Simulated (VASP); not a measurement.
Input of a VASP 6.6.1 run:

Contents of INCAR:

```
ALGO = Normal ; EDIFF = 1E-6
ENCUT = 520 ; GGA = PE
ISIF = 2 ; ISMEAR = -1
LASPH = T ; LCHARG = T
LELF = T ; LREAL = F
LVHAR = T ; LWAVE = F
NBANDS = 26 ; NELM = 100
PREC = Accurate ; SIGMA = 0.08
```

File KPOINTS:

```
k-points
0
Gamma
  12 12 7
```

File POSCAR:

```
ZnO
1.0
    3.1837742667      0.0000000000      0.0000000000
   -1.5918871333      2.7572293949      0.0000000000
    0.0000000000      0.0000000000      5.1375232886
Zn O
2 2
Direct
    0.3333333333      0.6666666667     -0.0015139203
    0.6666666667      0.3333333333      0.4984860797
    0.3333333333      0.6666666667      0.3775139203
    0.6666666667      0.3333333333      0.8775139203
```

Potentials or basis: VASP PAW PBE potentials, release 64 (Zn, O).

Command:

```bash
$ cat potpaw_PBE.64/Zn/POTCAR potpaw_PBE.64/O/POTCAR > POTCAR
$ mpirun -np 1 vasp_std > vasp.out
```

Task: Predict the band gap on the k mesh.

Result: 0.86 eV.

Task: Predict the pressure.

Result: 15.4 GPa.

Caveat: the cell stands under pressure.
